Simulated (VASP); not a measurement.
A run of VASP 6.6.1 is set up as follows.

POSCAR

```
MgI2
1.0
    4.1566377955      0.0000000000      0.0000000000
   -2.0783188977      3.5997539252      0.0000000000
    0.0000000000      0.0000000000      6.8756120274
Mg I
1 2
Direct
    0.0000000000      0.0000000000      0.0000000000
    0.3333333333      0.6666666667      0.2425739793
    0.6666666667      0.3333333333      0.7574260207
```

File INCAR.step1:

```
SYSTEM = MgI2
ALGO     = Normal         ! electronic algorithm
EDIFF    = 1E-5           ! SCF threshold, eV
ENCUT    = 520            ! plane-wave cutoff, eV
GGA      = PE             ! functional
ISIF     = 2              ! what is computed and relaxed
ISMEAR   = 0              ! smearing method
LASPH    = .TRUE.         ! aspherical terms in the spheres
LCHARG   = .FALSE.        ! write CHGCAR
LREAL    = .FALSE.        ! projectors in reciprocal space
LWAVE    = .TRUE.         ! write WAVECAR
NBANDS   = 15             ! bands
NELM     = 100            ! most SCF steps
PREC     = Accurate       ! precision mode
SIGMA    = 0.01           ! smearing width, eV
```

File INCAR.step2:

```
SYSTEM = MgI2
AEXX     = 1.0            ! exact-exchange fraction
AGGAC    = 1.0          
ALDAC    = 1.0          
ALGO     = Normal         ! electronic algorithm
EDIFF    = 1E-7           ! SCF threshold, eV
ENCUT    = 520            ! plane-wave cutoff, eV
GGA      = PE             ! functional
HFSCREEN = 0.3            ! screening, 1/A
ISIF     = 2              ! what is computed and relaxed
ISMEAR   = 0              ! smearing method
ISTART   = 1            
LASPH    = .TRUE.         ! aspherical terms in the spheres
LCHARG   = .FALSE.        ! write CHGCAR
LHFCALC  = .TRUE.         ! exact exchange
LREAL    = .FALSE.        ! projectors in reciprocal space
LWAVE    = .FALSE.        ! write WAVECAR
NBANDS   = 15             ! bands
NELM     = 100            ! most SCF steps
PREC     = Accurate       ! precision mode
PRECFOCK = Normal       
SIGMA    = 0.01           ! smearing width, eV
```

KPOINTS

```
k-points
0
G
  6 6 2
  0 0 0
```

Potentials or basis: VASP PAW PBE potentials, release 64 (Mg, I).

Command:

```bash
$ cat potpaw_PBE.64/Mg/POTCAR potpaw_PBE.64/I/POTCAR > POTCAR
$ cp INCAR.step1 INCAR
$ mpirun -np 1 vasp_std > vasp.out
$ cp INCAR.step2 INCAR
$ mpirun -np 1 vasp_std > vasp.out
```

**Question.** Predict the pressure.

**Answer.** -1.6 GPa.

**Question.** Estimate the largest force.

**Answer.** 0.425 eV/Å.

**Question.** What does it give for the band gap on the k mesh?

**Answer.** 6.65 eV (least direct gap 7.04 eV).

Forces on the atoms (eV/Å):
```
Mg   0.000  0.000  0.000
I    0.000  0.000 -0.425
I    0.000  0.000  0.425
```

Caveat: the k points lie up to 0.46 Å⁻¹ apart; the PAW data sets were made with another functional, which shifts forces and pressure a little; spin-orbit coupling is left out, which moves the levels of the heavy elements. A k mesh can miss the band edges.
